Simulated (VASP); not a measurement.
Slab: Sb, a slab with vacuum.

```
Sb
1.0
     4.10518    0.00000    0.00000
    -2.05259    3.55519    0.00000
     0.00000    0.00000   26.85525
Sb
2
Cartesian
  0.0000 2.3701 8.4589
  2.0526 1.1851 10.0688
```

Base run:

```yaml
Program: VASP 6.6.1
Functional: r2SCAN
Potentials_or_basis: VASP PAW PBE potentials, release 64 (Sb_d_GW)
Cutoff: 440 eV
k_mesh: 12 × 12 × 1
Occupations: gaussian, width 0.01 eV
Spin: no spin polarisation
```

Its results: band gap on the k mesh 1.62 eV, indirect (least direct gap 2.04 eV); largest force 0.036 eV/Å.

Q: The run is repeated on the same cell with these changes: functional from r2SCAN to PBE; cutoff from 440 eV to 400 eV; further incar settings from ALGO = Normal; EDIFF = 1e-06; NBANDS = 22 to ALGO = Normal; EDIFF = 1e-06; NBANDS = 22; NELMDL = -8. What comes out?

A: Band gap on the k mesh 1.36 eV, indirect (least direct gap 1.63 eV); largest force 0.271 eV/Å.

Caveats: spin-orbit coupling is left out, which moves the levels of the heavy elements; the PAW data sets were made with another functional, which shifts forces and pressure a little (some runs).

A k mesh can miss the band edges.
